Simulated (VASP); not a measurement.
# MoBr (Fm-3m) in VASP: further runs

The runs below take MoBr through single point, with PBE.

Everything below comes from runs of VASP 6.6.1. Logs are shortened: lines on timing, memory, paths and dates and some standing lists are left out, and cuts for length are marked.

## (1) The cell of the first run

It takes space group Fm-3m (No. 225, cubic). The conventional cell has a = 5.649 Å, b = 5.649 Å, c = 5.649 Å, α = 90.00°, β = 90.00°, γ = 90.00°. Within 3.7 Å of Mo (site symmetry m-3m) lie 6 Br at 2.82 Å. Br (site symmetry m-3m) has 6 Mo at 2.82 Å within 3.7 Å.

## (2) Single point, PBE, collinear spin

Contents of INCAR:

```
SYSTEM = MoBr
  ALGO = Normal
  EDIFF = 1E-6
  ENCUT = 520
  GGA = PE
  ISIF = 2
  ISMEAR = 0
  ISPIN = 2
  LASPH = .True.
  LCHARG = .False.
  LMAXMIX = 4
  LORBIT = 11
  LREAL = .False.
  LWAVE = .False.
  MAGMOM = 1 0
  NBANDS = 22
  NELM = 150
  PREC = Accurate
  SIGMA = 0.1
```

Contents of KPOINTS:

```
k-points
0
Gamma
  6 6 6
  0 0 0
```

Contents of POSCAR:

```
MoBr
1.0
    0.0000000000      2.8245286273      2.8245286273
    2.8245286273      0.0000000000      2.8245286273
    2.8245286273      2.8245286273      0.0000000000
Mo Br
1 1
Direct
    0.0000000000      0.0000000000      0.0000000000
    0.5000000000      0.5000000000      0.5000000000
```

Potentials or basis: VASP PAW PBE potentials, release 64 (Mo_sv, Br).

Command:

```console
cat potpaw_PBE.64/Mo_sv/POTCAR potpaw_PBE.64/Br/POTCAR > POTCAR
mpirun -np 1 vasp_std > vasp.out
```

OUTCAR:

```text
SYSTEM = MoBr
   EDIFF = 1E-6
   ENCUT = 520
   GGA = PE
   ISIF = 2
   ISMEAR = 0
   ISPIN = 2
   LASPH = .True.
   LORBIT = 11
   LREAL = .False.
   NELM = 150
   PREC = Accurate

 ion  position               nearest neighbor table
   1  0.000  0.000  0.000-   2 2.82   2 2.82   2 2.82   2 2.82   2 2.82   2 2.82
   2  0.500  0.500  0.500-   1 2.82   1 2.82   1 2.82   1 2.82   1 2.82   1 2.82

  LATTYP: Found a face centered cubic cell.
 ALAT       =     5.6490572546

  Lattice vectors:

 A1 = (   0.0000000000,   2.8245286273,   2.8245286273)
 A2 = (   2.8245286273,   0.0000000000,   2.8245286273)
 A3 = (   2.8245286273,   2.8245286273,   0.0000000000)

Analysis of symmetry for initial positions (statically):
=====================================================================
 Subroutine PRICEL returns:
 Original cell was already a primitive cell.

 Routine SETGRP: Setting up the symmetry group for a
 face centered cubic supercell.

 Subroutine GETGRP returns: Found 48 space group operations
 (whereof 48 operations were pure point group operations)
 out of a pool of 48 trial point group operations.

The static configuration has the point symmetry O_h .

Analysis of symmetry for dynamics (positions and initial velocities):
=====================================================================
 Subroutine PRICEL returns:
 Original cell was already a primitive cell.

 Routine SETGRP: Setting up the symmetry group for a
 face centered cubic supercell.

 Subroutine GETGRP returns: Found 48 space group operations
 (whereof 48 operations were pure point group operations)
 out of a pool of 48 trial point group operations.

The dynamic configuration has the point symmetry O_h .

Analysis of structural, dynamic, and magnetic symmetry:
=====================================================================
 Subroutine PRICEL returns:
 Original cell was already a primitive cell.

 Routine SETGRP: Setting up the symmetry group for a
 face centered cubic supercell.

 Subroutine GETGRP returns: Found 48 space group operations
 (whereof 48 operations were pure point group operations)
 out of a pool of 48 trial point group operations.

The overall configuration has the point symmetry O_h .

 Subroutine INISYM returns: Found 48 space group operations
 (whereof 48 operations are pure point group operations),
 and found     1 'primitive' translations

----------------------------------------------------------------------------------------

                                     Primitive cell
[... 105 lines left out ...]
  Thomas-Fermi vector in A             =   2.402241
   LORBIT       =     11    0 simple, 1 ext, 2 COOP (PROOUT), +10 PAW based schemes
   GGA     = PE    functional components
   LHFCALC =     F    Hartree Fock is set to
   AEXX    =    0.0000 exact exchange contribution
   IVDW    =     0    specifies the selected vdW correction
   LEPSILON=     F    determine dielectric tensor
   LRPA    =     F    only Hartree local field effects (RPA)
 spin polarized calculation
 Gauss-broadening in eV      SIGMA  =   0.10
  energy-cutoff  :      520.00
  volume of cell :       45.07
 maximum number of plane-waves:      1243
 NGX is ok and might be reduce to    30
   NGX = 15   NGY = 15   NGZ = 15

 number of electron      21.0000001 magnetization       3.7070828

 Free energy of the ion-electron system (eV)
  ---------------------------------------------------
  ext. energy  EPLUGINS =         0.00000000
  ---------------------------------------------------
  free energy    TOTEN  =        -9.77662984 eV

  energy without entropy =       -9.76939749  energy(sigma->0) =       -9.77301367

 E-fermi :   7.6290     XC(G=0): -10.4783

 val. band max:        7.6264500027   @ k =   0.1667   0.1667   0.0000
 cond. band min:       7.6313683832   @ k =  -0.3333   0.3333   0.0000
 fundamental gap:      0.0049183804
 Fermi energy:         7.6289932790

 spin component 1

 k-point     1 :       0.0000    0.0000    0.0000
  band No.  band energies     occupation
      1     -54.2267      1.00000
      2     -28.4664      1.00000
      3     -28.4664      1.00000
      4     -28.4664      1.00000
      5     -10.6507      1.00000
      6       2.6408      1.00000
[... 389 lines left out ...]
     21      22.0152      0.00000
     22      24.2560      0.00000
 Fermi energy:         7.6289932790

 spin component 2

 k-point     1 :       0.0000    0.0000    0.0000
  band No.  band energies     occupation
      1     -52.2604      1.00000
      2     -26.2851      1.00000
      3     -26.2851      1.00000
      4     -26.2851      1.00000
      5     -10.5191      1.00000
      6       2.7566      1.00000
[... 389 lines left out ...]
     21      22.7150      0.00000
     22      24.9310      0.00000

------------------------ aborting loop because EDIFF is reached ----------------------------------------

  FORCE on cell =-STRESS in cart. coord.  units (eV):
  Direction    XX          YY          ZZ          XY          YZ          ZX
  --------------------------------------------------------------------------------------
  -------------------------------------------------------------------------------------
  Total        0.1253696      0.1253696      0.1253696      0.0000000      0.0000000      0.0000000
  in kB        4.4569200      4.4569200      4.4569200      0.0000000      0.0000000      0.0000000
  external PRESSURE =       4.4569200 kB  Pullay stress =       0.0000000 kB

 VOLUME and BASIS-vectors are now :
 -----------------------------------------------------------------------------
  energy-cutoff  :      520.00
  volume of cell :       45.07
      direct lattice vectors                 reciprocal lattice vectors
     0.000000000  2.824528627  2.824528627    -0.177020688  0.177020688  0.177020688
     2.824528627  0.000000000  2.824528627     0.177020688 -0.177020688  0.177020688
     2.824528627  2.824528627  0.000000000     0.177020688  0.177020688 -0.177020688

 POSITION                                       TOTAL-FORCE (eV/Angst)
 -----------------------------------------------------------------------------------
      0.00000      0.00000      0.00000         0.000000     -0.000000     -0.000000
      2.82453      2.82453      2.82453         0.000000      0.000000      0.000000
 -----------------------------------------------------------------------------------
    total drift:                               -0.000000      0.000000      0.000000

  FREE ENERGIE OF THE ION-ELECTRON SYSTEM (eV)
  ---------------------------------------------------
  free  energy   TOTEN  =        -9.7766298443 eV

  energy  without entropy=       -9.7693974945  energy(sigma->0) =       -9.77301367

 total charge

# of ion       s       p       d       tot
------------------------------------------
    1        2.163   6.022   4.057  12.243
    2        1.622   3.147   0.086   4.854
--------------------------------------------------
tot          3.785   9.169   4.143  17.097

 magnetization (x)

# of ion       s       p       d       tot
------------------------------------------
    1        0.069   0.024   2.988   3.081
    2        0.030  -0.008   0.037   0.058
--------------------------------------------------
tot          0.099   0.016   3.024   3.139
```

OSZICAR:

```text
N       E                     dE             d eps       ncg     rms          rms(c)
DAV:   1     0.148957374165E+03    0.14896E+03   -0.10545E+04  1416   0.897E+02
DAV:   2    -0.466319882441E+01   -0.15362E+03   -0.14862E+03  1714   0.256E+02
DAV:   3    -0.928986473265E+01   -0.46267E+01   -0.45839E+01  1708   0.406E+01
DAV:   4    -0.931163704939E+01   -0.21772E-01   -0.21770E-01  1540   0.322E+00
DAV:   5    -0.931175639295E+01   -0.11934E-03   -0.11934E-03  1748   0.242E-01    0.889E+00
DAV:   6    -0.938070123524E+01   -0.68945E-01   -0.47435E-01  1522   0.358E+00    0.573E+00
DAV:   7    -0.960948716199E+01   -0.22879E+00   -0.10561E-01  1576   0.146E+00    0.533E+00
DAV:   8    -0.974494557734E+01   -0.13546E+00   -0.49781E-02  1516   0.127E+00    0.455E+00
DAV:   9    -0.977180354412E+01   -0.26858E-01   -0.43643E-02  1570   0.141E+00    0.219E+00
DAV:  10    -0.977411545545E+01   -0.23119E-02   -0.13478E-02  1492   0.748E-01    0.132E+00
DAV:  11    -0.977501833570E+01   -0.90288E-03   -0.33234E-03  1552   0.318E-01    0.506E-01
DAV:  12    -0.977592049706E+01   -0.90216E-03   -0.32180E-04  1594   0.116E-01    0.329E-01
DAV:  13    -0.977661061174E+01   -0.69011E-03   -0.49370E-04  1546   0.122E-01    0.172E-01
DAV:  14    -0.977662780853E+01   -0.17197E-04   -0.40165E-05  1570   0.365E-02    0.383E-02
DAV:  15    -0.977663045298E+01   -0.26444E-05   -0.51417E-06  1570   0.154E-02    0.109E-02
DAV:  16    -0.977662984434E+01    0.60864E-06   -0.98277E-07  1066   0.670E-03
   1 F= -.97766298E+01 E0= -.97730137E+01  d E =-.723235E-02  mag=     3.7086
```

Run time: 19 s. Hardware: 1 thread of AMD EPYC 9R45 (Zen 5), shared host; peak memory 0.16 GiB.

What came out:

```
Free energy                                           : -9.7766 eV
Pressure                                              : 0.4 GPa
Net moment                                            : 3.71 μB per cell
Site moments                                          : Mo +3.08; Br +0.06 μB
Valence electrons inside the program's atomic spheres : Mo 12.24; Br 4.85
```

## (3) Single point, PBE, collinear spin

This run uses another cell than the first one, of 23.01 Å³/atom.

Contents of INCAR:

```
ALGO     = Normal         # electronic algorithm
EDIFF    = 1E-7           # SCF threshold, eV
ENCUT    = 520            # plane-wave cutoff, eV
GGA      = PE             # functional
ISIF     = 2              # what is computed and relaxed
ISMEAR   = 0              # smearing method
ISPIN    = 2              # spin polarisation
LASPH    = T              # aspherical terms in the spheres
LCHARG   = F              # write CHGCAR
LMAXMIX  = 4              # l up to which the mixer works
LORBIT   = 11             # projections on sites
LREAL    = F              # projectors in reciprocal space
LWAVE    = F              # write WAVECAR
MAGMOM   = 3.13 0         # initial moments
NBANDS   = 22             # bands
NELM     = 150            # most SCF steps
PREC     = Accurate       # precision mode
SIGMA    = 0.1            # smearing width, eV
```

Contents of KPOINTS:

```
k-points
0
Gamma
  18 18 18
```

Contents of POSCAR:

```
MoBr
1.0
    0.0000000000      2.8443019980      2.8443019980
    2.8443019980      0.0000000000      2.8443019980
    2.8443019980      2.8443019980      0.0000000000
Mo Br
1 1
Direct
    0.0000000000      0.0000000000      0.0000000000
    0.5000000000      0.5000000000      0.5000000000
```

Potentials or basis: VASP PAW PBE potentials, release 64 (Mo_sv, Br).

Command:

```console
cat potpaw_PBE.64/Mo_sv/POTCAR potpaw_PBE.64/Br/POTCAR > POTCAR
mpirun -np 1 vasp_std > vasp.out
```

OUTCAR:

```text
EDIFF = 1E-7
   ENCUT = 520
   GGA = PE
   ISIF = 2
   ISMEAR = 0
   ISPIN = 2
   LASPH = T
   LORBIT = 11
   LREAL = F
   NELM = 150
   PREC = Accurate

 ion  position               nearest neighbor table
   1  0.000  0.000  0.000-   2 2.84   2 2.84   2 2.84   2 2.84   2 2.84   2 2.84
   2  0.500  0.500  0.500-   1 2.84   1 2.84   1 2.84   1 2.84   1 2.84   1 2.84

  LATTYP: Found a face centered cubic cell.
 ALAT       =     5.6886039960

  Lattice vectors:

 A1 = (   0.0000000000,   2.8443019980,   2.8443019980)
 A2 = (   2.8443019980,   0.0000000000,   2.8443019980)
 A3 = (   2.8443019980,   2.8443019980,   0.0000000000)

Analysis of symmetry for initial positions (statically):
=====================================================================
 Subroutine PRICEL returns:
 Original cell was already a primitive cell.

 Routine SETGRP: Setting up the symmetry group for a
 face centered cubic supercell.

 Subroutine GETGRP returns: Found 48 space group operations
 (whereof 48 operations were pure point group operations)
 out of a pool of 48 trial point group operations.

The static configuration has the point symmetry O_h .

Analysis of symmetry for dynamics (positions and initial velocities):
=====================================================================
 Subroutine PRICEL returns:
 Original cell was already a primitive cell.

 Routine SETGRP: Setting up the symmetry group for a
 face centered cubic supercell.

 Subroutine GETGRP returns: Found 48 space group operations
 (whereof 48 operations were pure point group operations)
 out of a pool of 48 trial point group operations.

The dynamic configuration has the point symmetry O_h .

Analysis of structural, dynamic, and magnetic symmetry:
=====================================================================
 Subroutine PRICEL returns:
 Original cell was already a primitive cell.

 Routine SETGRP: Setting up the symmetry group for a
 face centered cubic supercell.

 Subroutine GETGRP returns: Found 48 space group operations
 (whereof 48 operations were pure point group operations)
 out of a pool of 48 trial point group operations.

The overall configuration has the point symmetry O_h .

 Subroutine INISYM returns: Found 48 space group operations
 (whereof 48 operations are pure point group operations),
 and found     1 'primitive' translations

----------------------------------------------------------------------------------------

                                     Primitive cell

  volume of cell :      46.0211

  direct lattice vectors                    reciprocal lattice vectors
     0.000000000  2.844301998  2.844301998    -0.175790053  0.175790053  0.175790053
     2.844301998  0.000000000  2.844301998     0.175790053 -0.175790053  0.175790053
     2.844301998  2.844301998  0.000000000     0.175790053  0.175790053 -0.175790053

  length of vectors
     4.022450461  4.022450461  4.022450461     0.304477304  0.304477304  0.304477304

  position of ions in fractional coordinates (direct lattice)
     0.000000000  0.000000000  0.000000000
     0.500000000  0.500000000  0.500000000
[... 61 lines left out ...]
   total plane-waves  NPLWV =  27000
   dimension x,y,z NGX =    30 NGY =   30 NGZ =   30
   dimension x,y,z NGXF=    60 NGYF=   60 NGZF=   60
   ions per type =               1   1
   NGX,Y,Z   is equivalent  to a cutoff of  12.40, 12.40, 12.40 a.u.
   NGXF,Y,Z  is equivalent  to a cutoff of  24.80, 24.80, 24.80 a.u.
 SYSTEM =  unknown system
   PREC   = accura    normal or accurate (medium, high low for compatibility)
   ISTART =      0    job   : 0-new  1-cont  2-samecut
   ICHARG =      2    charge: 1-file 2-atom 10-const
   ISPIN  =      2    spin polarized calculation?
   LNONCOLLINEAR =      F non collinear calculations
   LSORBIT =      F    spin-orbit coupling
   LASPH  =      T    aspherical Exc in radial PAW
   ENCUT  =  520.0 eV  38.22 Ry    6.18 a.u.   7.48  7.48  7.48*2*pi/ulx,y,z
   NELM   =    150;   NELMIN=  2; NELMDL= -5     # of ELM steps
   EDIFF  = 0.1E-06   stopping-criterion for ELM
   LREAL  =      F    real-space projection
   EDIFFG = 0.1E-05   stopping-criterion for IOM
   NSW    =      0    number of steps for IOM
   IBRION =     -1    ionic relax: 0-MD 1-quasi-New 2-CG
   NFREE  =      0    steps in history (QN), initial steepest desc. (CG)
   ISIF   =      2    stress and relaxation
   ISYM   =      2    0-nonsym 1-usesym 2-fastsym
   POTIM  = 0.5000    time-step for ionic-motion
   TEBEG  =    0.0;   TEEND  =   0.0 temperature during run
   PSTRESS=    0.0 pullay stress
   NELECT =      21.0000    total number of electrons
   NUPDOWN=      -1.0000    fix difference up-down
   EMIN   =  10.00;   EMAX   =-10.00  energy-range for DOS
   EFERMI =   0.00;   METHOD = LEGACY
   ISMEAR =     0;   SIGMA  =   0.10  broadening in eV -4-tet -1-fermi 0-gaus
   EFERMI_NEDOS =   21; number of points for ismear=-14 and -15
   IALGO  =     38    algorithm
   IMIX   =      4    mixing-type and parameters
     AMIX     =   0.40;   BMIX     =  1.00
     AMIX_MAG =   1.60;   BMIX_MAG =  1.00
  volume/ion in A,a.u.               =      23.01       155.28
  Fermi-wavevector in a.u.,A,eV,Ry     =   1.260363  2.381740 21.613048  1.588514
  Thomas-Fermi vector in A             =   2.393876
   LORBIT       =     11    0 simple, 1 ext, 2 COOP (PROOUT), +10 PAW based schemes
   GGA     = PE    functional components
   LHFCALC =     F    Hartree Fock is set to
   AEXX    =    0.0000 exact exchange contribution
   IVDW    =     0    specifies the selected vdW correction
   LEPSILON=     F    determine dielectric tensor
   LRPA    =     F    only Hartree local field effects (RPA)
 spin polarized calculation
 Gauss-broadening in eV      SIGMA  =   0.10
  energy-cutoff  :      520.00
  volume of cell :       46.02
 maximum number of plane-waves:      1261
 NGX is ok and might be reduce to    30
   NGX = 15   NGY = 15   NGZ = 15

 number of electron      20.9999997 magnetization       3.8452976

 Free energy of the ion-electron system (eV)
  ---------------------------------------------------
  ext. energy  EPLUGINS =         0.00000000
  ---------------------------------------------------
  free energy    TOTEN  =        -9.77649519 eV

  energy without entropy =       -9.76931837  energy(sigma->0) =       -9.77290678

 E-fermi :   7.3325     XC(G=0): -10.3667

 val. band max:        7.3323522695   @ k =   0.2222   0.0000   0.0000
 cond. band min:       7.3351132061   @ k =   0.1111   0.0556   0.0000
 fundamental gap:      0.0027609366
 Fermi energy:         7.3324826128

 spin component 1

 k-point     1 :       0.0000    0.0000    0.0000
  band No.  band energies     occupation
      1     -54.4675      1.00000
      2     -28.7103      1.00000
      3     -28.7103      1.00000
      4     -28.7103      1.00000
      5     -10.7689      1.00000
      6       2.4563      1.00000
[... 589 lines left out ...]
     21      20.7230      0.00000
     22      22.9668      0.00000

 [... further k-points ...]

 spin component 2

 k-point     1 :       0.0000    0.0000    0.0000
  band No.  band energies     occupation
      1     -52.4307      1.00000
      2     -26.4501      1.00000
      3     -26.4501      1.00000
      4     -26.4501      1.00000
      5     -10.6340      1.00000
      6       2.5774      1.00000
[... 589 lines left out ...]
     21      21.6910      0.00000
     22      24.1556      0.00000

 [... further k-points ...]
[... 5 lines left out ...]
  --------------------------------------------------------------------------------------
  -------------------------------------------------------------------------------------
  Total        0.0161696      0.0161696      0.0161696     -0.0000000     -0.0000000     -0.0000000
  in kB        0.5629285      0.5629285      0.5629285     -0.0000000     -0.0000000     -0.0000000
  external PRESSURE =       0.5629285 kB  Pullay stress =       0.0000000 kB

 VOLUME and BASIS-vectors are now :
 -----------------------------------------------------------------------------
  energy-cutoff  :      520.00
  volume of cell :       46.02
      direct lattice vectors                 reciprocal lattice vectors
     0.000000000  2.844301998  2.844301998    -0.175790053  0.175790053  0.175790053
     2.844301998  0.000000000  2.844301998     0.175790053 -0.175790053  0.175790053
     2.844301998  2.844301998  0.000000000     0.175790053  0.175790053 -0.175790053

 POSITION                                       TOTAL-FORCE (eV/Angst)
 -----------------------------------------------------------------------------------
      0.00000      0.00000      0.00000         0.000000     -0.000000     -0.000000
      2.84430      2.84430      2.84430        -0.000000      0.000000      0.000000
 -----------------------------------------------------------------------------------
    total drift:                               -0.000000      0.000000      0.000000

  FREE ENERGIE OF THE ION-ELECTRON SYSTEM (eV)
  ---------------------------------------------------
  free  energy   TOTEN  =        -9.7764951924 eV

  energy  without entropy=       -9.7693183712  energy(sigma->0) =       -9.77290678

 total charge

# of ion       s       p       d       tot
------------------------------------------
    1        2.157   6.020   4.050  12.228
    2        1.622   3.148   0.079   4.849
--------------------------------------------------
tot          3.779   9.169   4.130  17.077

 magnetization (x)

# of ion       s       p       d       tot
------------------------------------------
    1        0.067   0.025   3.091   3.183
    2        0.030  -0.006   0.037   0.062
--------------------------------------------------
tot          0.097   0.020   3.128   3.245
```

Wall time 2.5 min (1 thread of AMD EPYC 9R45 (Zen 5), shared host); peak memory 0.38 GiB.

Results:

| Property | Result |
| --- | --- |
| Free energy | -9.7765 eV |
| Pressure | 0.1 GPa |
| Net moment | 3.85 μB per cell |
| Site moments | Mo +3.18; Br +0.06 μB |
| Valence electrons inside the program's atomic spheres | Mo 12.23; Br 4.85 |
